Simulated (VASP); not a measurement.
Write the native input for VASP 6.6.1 that does the following.

```
Task                   : single point
Functional             : PBE
Dispersion             : D4
Potentials or basis    : VASP PAW PBE potentials, release 64 (Hf_pv, C)
Cutoff                 : 520 eV
k mesh                 : 8 × 8 × 8
Occupations            : gaussian, width 0.05 eV
Spin                   : no spin polarisation
Dipole correction      : no
Further INCAR settings : ALGO = Normal; EDIFF = 1e-06; NBANDS = 14
```

The structure of HfC lies in POSCAR:

```
HfC
1.0
    0.0000000000      2.3079576481      2.3079576481
    2.3079576481      0.0000000000      2.3079576481
    2.3079576481      2.3079576481      0.0000000000
Hf C
1 1
Direct
    0.5000000000      0.5000000000      0.5000000000
    0.0000000000      0.0000000000      0.0000000000
```

The input as run:

INCAR

```
SYSTEM = HfC
  PREC = Accurate
  ENCUT = 520
  EDIFF = 1E-6
  ISMEAR = 0
  SIGMA = 0.05
  LREAL = .FALSE.
  LASPH = .TRUE.
  NELM = 100
  ALGO = Normal
  ISIF = 2
  LWAVE = .FALSE.
  LCHARG = .TRUE.
  GGA = PE
  IVDW = 13
  LELF = .TRUE.
  LVHAR = .TRUE.
  NBANDS = 14
```

KPOINTS

```
regular mesh
0
G
  8 8 8
  0 0 0
```

Potentials or basis: VASP PAW PBE potentials, release 64 (Hf_pv, C).

Command:

```bash
$ cat potpaw_PBE.64/Hf_pv/POTCAR potpaw_PBE.64/C/POTCAR > POTCAR
$ mpirun -np 1 vasp_std > vasp.out
```

It gave:

```json
{
  "Pressure": "1.4 GPa",
  "Band gap on the k mesh": "zero (band 7 reaches 7.14 eV, above the bottom of band 8 at 5.70 eV)",
  "Dispersion energy per atom": "-0.256 eV"
}
```

Caveat: spin-orbit coupling is left out, which moves the levels of the heavy elements; pairwise dispersion overbinds metals, which lowers pressure and volume.

It took 8.7 s on 1 thread of Intel Xeon 6975P-C (shared host), peak memory 0.14 GiB.
